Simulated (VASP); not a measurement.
# N (Im-3m) in VASP: further runs

N is run at these levels: PBE; tasks: single point.

Program: VASP 6.6.1. These are calculated values, not measurements. Logs are shortened: lines on timing, memory, paths and dates and some standing lists are left out, and cuts for length are marked.

## Step 1: The cell of the first run

It takes space group Im-3m (No. 229, cubic). The conventional cell has a = 2.541 Å, b = 2.541 Å, c = 2.541 Å, α = 90.00°, β = 90.00°, γ = 90.00°. Within 2.9 Å of N (site symmetry m-3m) lie 14 N at 2.20 to 2.54 Å.

## Step 2: Single point, PBE (Sb replaced by N, lengths x 0.706, strained)

Contents of INCAR:

```
SYSTEM = N
PREC = Accurate
ENCUT = 600
EDIFF = 1E-6
ISMEAR = 0
SIGMA = 0.1
LREAL = .False.
LASPH = .True.
NELM = 120
ALGO = Normal
ISIF = 2
LWAVE = .False.
LCHARG = .True.
GGA = PE
LELF = .True.
LVHAR = .True.
NBANDS = 8
GGA_COMPAT = .False.
```

Contents of KPOINTS:

```
regular mesh
0
Gamma
  10 10 10
  0 0 0
```

Contents of POSCAR:

```
N
1.0
   -1.2705347243      1.2705347243      1.2705347243
    1.2705347243     -1.2705347243      1.2705347243
    1.2705347243      1.2705347243     -1.2705347243
N
1
Direct
    0.0000000000      0.0000000000      0.0000000000
```

Potentials or basis: VASP PAW PBE potentials, release 64 (N).

The run is started by

```
$ cat potpaw_PBE.64/N/POTCAR > POTCAR
$ mpirun -np 1 vasp_std > vasp.out
```

OUTCAR:

```text
SYSTEM = N
   PREC = Accurate
   ENCUT = 600
   EDIFF = 1E-6
   ISMEAR = 0
   LREAL = .False.
   LASPH = .True.
   NELM = 120
   ISIF = 2
   GGA = PE

 ion  position               nearest neighbor table
   1  0.000  0.000  0.000-

  LATTYP: Found a body centered cubic cell.
 ALAT       =     2.5410694486

  Lattice vectors:

 A1 = (  -1.2705347243,   1.2705347243,   1.2705347243)
 A2 = (   1.2705347243,  -1.2705347243,   1.2705347243)
 A3 = (   1.2705347243,   1.2705347243,  -1.2705347243)

Analysis of symmetry for initial positions (statically):
=====================================================================
 Subroutine PRICEL returns:
 Original cell was already a primitive cell.

 Routine SETGRP: Setting up the symmetry group for a
 body centered cubic supercell.

 Subroutine GETGRP returns: Found 48 space group operations
 (whereof 48 operations were pure point group operations)
 out of a pool of 48 trial point group operations.

The static configuration has the point symmetry O_h .

Analysis of symmetry for dynamics (positions and initial velocities):
=====================================================================
 Subroutine PRICEL returns:
 Original cell was already a primitive cell.

 Routine SETGRP: Setting up the symmetry group for a
 body centered cubic supercell.

 Subroutine GETGRP returns: Found 48 space group operations
 (whereof 48 operations were pure point group operations)
 out of a pool of 48 trial point group operations.

The dynamic configuration has the point symmetry O_h .

 Subroutine INISYM returns: Found 48 space group operations
 (whereof 48 operations are pure point group operations),
 and found     1 'primitive' translations

----------------------------------------------------------------------------------------

                                     Primitive cell

  volume of cell :       8.2039

  direct lattice vectors                    reciprocal lattice vectors
    -1.270534724  1.270534724  1.270534724     0.000000000  0.393535092  0.393535092
     1.270534724 -1.270534724  1.270534724     0.393535092  0.000000000  0.393535092
     1.270534724  1.270534724 -1.270534724     0.393535092  0.393535092  0.000000000

  length of vectors
     2.200630695  2.200630695  2.200630695     0.556542665  0.556542665  0.556542665

[... 65 lines left out ...]
   ions per type =               1
   NGX,Y,Z   is equivalent  to a cutoff of  13.60, 13.60, 13.60 a.u.
   NGXF,Y,Z  is equivalent  to a cutoff of  27.20, 27.20, 27.20 a.u.
 SYSTEM =  N
   PREC   = accura    normal or accurate (medium, high low for compatibility)
   ISTART =      0    job   : 0-new  1-cont  2-samecut
   ICHARG =      2    charge: 1-file 2-atom 10-const
   ISPIN  =      1    spin polarized calculation?
   LNONCOLLINEAR =      F non collinear calculations
   LSORBIT =      F    spin-orbit coupling
   LASPH  =      T    aspherical Exc in radial PAW
   ENCUT  =  600.0 eV  44.10 Ry    6.64 a.u.   4.40  4.40  4.40*2*pi/ulx,y,z
   NELM   =    120;   NELMIN=  2; NELMDL= -5     # of ELM steps
   EDIFF  = 0.1E-05   stopping-criterion for ELM
   LREAL  =      F    real-space projection
[... 7 lines left out ...]
   TEBEG  =    0.0;   TEEND  =   0.0 temperature during run
   PSTRESS=    0.0 pullay stress
   NELECT =       5.0000    total number of electrons
   NUPDOWN=      -1.0000    fix difference up-down
   EMIN   =  10.00;   EMAX   =-10.00  energy-range for DOS
   EFERMI =   0.00;   METHOD = LEGACY
   ISMEAR =     0;   SIGMA  =   0.10  broadening in eV -4-tet -1-fermi 0-gaus
   EFERMI_NEDOS =   21; number of points for ismear=-14 and -15
   IALGO  =     38    algorithm
   IMIX   =      4    mixing-type and parameters
     AMIX     =   0.40;   BMIX     =  1.00
     AMIX_MAG =   1.60;   BMIX_MAG =  1.00
  volume/ion in A,a.u.               =       8.20        55.36
  Fermi-wavevector in a.u.,A,eV,Ry     =   1.388007  2.622953 26.212484  1.926563
  Thomas-Fermi vector in A             =   2.512174
   LORBIT       =      0    0 simple, 1 ext, 2 COOP (PROOUT), +10 PAW based schemes
   GGA     = PE    functional components
   LHFCALC =     F    Hartree Fock is set to
   AEXX    =    0.0000 exact exchange contribution
   IVDW    =     0    specifies the selected vdW correction
   LEPSILON=     F    determine dielectric tensor
   LRPA    =     F    only Hartree local field effects (RPA)
 non-spin polarized calculation
 Gauss-broadening in eV      SIGMA  =   0.10
  energy-cutoff  :      600.00
  volume of cell :        8.20
 maximum number of plane-waves:       281
 NGX is ok and might be reduce to    18
   NGX =  9   NGY =  9   NGZ =  9

 number of electron       5.0000001 magnetization

 Free energy of the ion-electron system (eV)
  ---------------------------------------------------
  ext. energy  EPLUGINS =         0.00000000
  ---------------------------------------------------
  free energy    TOTEN  =        -4.01994416 eV

  energy without entropy =       -4.01874818  energy(sigma->0) =       -4.01934617

 E-fermi :   4.0358     XC(G=0): -12.1645

 val. band max:        3.9358856703   @ k =   0.5000   0.5000   0.3000
 cond. band min:       4.1449912163   @ k =  -0.4000   0.4000   0.2000
 fundamental gap:      0.2091055460
 Fermi energy:         4.0358404899

 k-point     1 :       0.0000    0.0000    0.0000
  band No.  band energies     occupation
      1     -14.7551      2.00000
      2       7.9476      0.00000
      3       7.9476      0.00000
      4       7.9476      0.00000
      5      26.0222      0.00000
      6      36.5905      0.00000
      7      36.5905      0.00000
      8      36.5905      0.00000
[... 243 lines left out ...]
 k-point    24 :      -0.3000    0.3000    0.1000
  band No.  band energies     occupation
      1     -11.3605      2.00000
      2       2.0899      2.00000
      3       5.7467      0.00000
      4       7.0053      0.00000
      5      25.3400      0.00000
      6      28.8756      0.00000
      7      30.5090      0.00000
      8      35.3837      0.00000

 [... further k-points ...]
[... 5 lines left out ...]
  --------------------------------------------------------------------------------------
  -------------------------------------------------------------------------------------
  Total       -0.9251963     -0.9251963     -0.9251963     -0.0000000      0.0000000      0.0000000
  in kB     -180.6861485   -180.6861485   -180.6861485     -0.0000000      0.0000000      0.0000000
  external PRESSURE =    -180.6861485 kB  Pullay stress =       0.0000000 kB

 VOLUME and BASIS-vectors are now :
 -----------------------------------------------------------------------------
  energy-cutoff  :      600.00
  volume of cell :        8.20
      direct lattice vectors                 reciprocal lattice vectors
    -1.270534724  1.270534724  1.270534724     0.000000000  0.393535092  0.393535092
     1.270534724 -1.270534724  1.270534724     0.393535092  0.000000000  0.393535092
     1.270534724  1.270534724 -1.270534724     0.393535092  0.393535092  0.000000000

 POSITION                                       TOTAL-FORCE (eV/Angst)
 -----------------------------------------------------------------------------------
      0.00000      0.00000      0.00000        -0.000000      0.000000      0.000000
 -----------------------------------------------------------------------------------
    total drift:                               -0.000000      0.000000      0.000000

  FREE ENERGIE OF THE ION-ELECTRON SYSTEM (eV)
  ---------------------------------------------------
  free  energy   TOTEN  =        -4.0199441635 eV

  energy  without entropy=       -4.0187481811  energy(sigma->0) =       -4.01934617
```

OSZICAR:

```text
N       E                     dE             d eps       ncg     rms          rms(c)
DAV:   1     0.159493594707E+01    0.15949E+01   -0.26757E+03   816   0.593E+02
DAV:   2    -0.399267602590E+01   -0.55876E+01   -0.54190E+01   936   0.868E+01
DAV:   3    -0.402468253995E+01   -0.32007E-01   -0.32000E-01   976   0.565E+00
DAV:   4    -0.402469311530E+01   -0.10575E-04   -0.10576E-04  1048   0.996E-02
DAV:   5    -0.402469311662E+01   -0.13214E-08   -0.12241E-08   952   0.750E-04    0.901E-01
DAV:   6    -0.402001051414E+01    0.46826E-02   -0.93886E-03   880   0.717E-01    0.464E-01
DAV:   7    -0.401974657297E+01    0.26394E-03   -0.58473E-03   944   0.583E-01    0.102E-01
DAV:   8    -0.401994399659E+01   -0.19742E-03   -0.13850E-04   864   0.113E-01    0.672E-03
DAV:   9    -0.401994416353E+01   -0.16693E-06   -0.71668E-07   824   0.846E-03
   1 F= -.40199442E+01 E0= -.40193462E+01  d E =-.119598E-02
```

stdout:

```text
POSCAR found type information on POSCAR N
 POSCAR found :  1 types and       1 ions
 scaLAPACK will be used
 LDA part: xc-table for (Slater+PW92), standard interpolation
 POSCAR, INCAR and KPOINTS ok, starting setup
 FFT: planning ... GRIDC
 FFT: planning ... GRID_SOFT
 FFT: planning ... GRID
 WAVECAR not read
 entering main loop
```

Wall time 3.8 s (1 thread of Intel Xeon Platinum 8559C (Emerald Rapids), shared host); peak memory 0.11 GiB.

Results:

* Free energy: -4.0199 eV
* Pressure: -18.1 GPa
* Band gap on the k mesh: zero (an odd number of electrons rules out a gap without spin polarisation)

Caveat: the cell differs from its parent crystal (Sb replaced by N, lengths x 0.706, strained); the cell stands under tension; an odd number of electrons without spin polarisation forces a metal; a magnetic or distorted state may lie lower.

## Step 3: Single point, PBE (Sb replaced by N, lengths x 0.706, strained)

Contents of INCAR:

```
SYSTEM = N
PREC     = Accurate       ! precision mode
ENCUT    = 600            ! plane-wave cutoff, eV
EDIFF    = 1E-6           ! SCF threshold, eV
ISMEAR   = 0              ! smearing method
SIGMA    = 0.1            ! smearing width, eV
LREAL    = .FALSE.        ! projectors in reciprocal space
LASPH    = .TRUE.         ! aspherical terms in the spheres
NELM     = 120            ! most SCF steps
ALGO     = Normal         ! electronic algorithm
ISIF     = 2              ! what is computed and relaxed
LWAVE    = .FALSE.        ! write WAVECAR
LCHARG   = .FALSE.        ! write CHGCAR
GGA      = PE             ! functional
NBANDS   = 8              ! bands
GGA_COMPAT= .FALSE.
```

Contents of KPOINTS:

```
regular mesh
0
G
  22 22 22
  0 0 0
```

POSCAR is that of step 2.

Potentials or basis: VASP PAW PBE potentials, release 64 (N).

The run is started by

```
$ cat potpaw_PBE.64/N/POTCAR > POTCAR
$ mpirun -np 1 vasp_std > vasp.out
```

Run time: 14 s. Hardware: 1 thread of Intel Xeon Platinum 8559C (Emerald Rapids), shared host; peak memory 0.12 GiB.

Results (log left out):

- Free energy: -4.0011 eV
- Pressure: -18.9 GPa
- Band gap on the k mesh: zero (an odd number of electrons rules out a gap without spin polarisation)

Levels at points of the mesh, in eV from the Fermi level:
| k point | band 1 | band 2 | band 3 | band 4 | band 5 | band 6 | band 7 |
| --- | --- | --- | --- | --- | --- | --- | --- |
| (0.00, 0.00, 0.00) | -18.92 | 3.78 | 3.78 | 3.78 | 21.86 | 32.42 | 32.42 |
| (0.50, 0.00, 0.00) | -12.54 | -6.96 | 1.17 | 3.23 | 18.67 | 23.60 | 27.08 |
| (0.50, 0.50, 0.50) | -8.53 | -2.36 | -2.36 | -2.36 | 14.30 | 14.30 | 35.85 |

Caveat: the cell differs from its parent crystal (Sb replaced by N, lengths x 0.706, strained); the cell stands under tension; an odd number of electrons without spin polarisation forces a metal; a magnetic or distorted state may lie lower.

The gap in the log of VASP goes by the Fermi energy; the results here count the filled bands.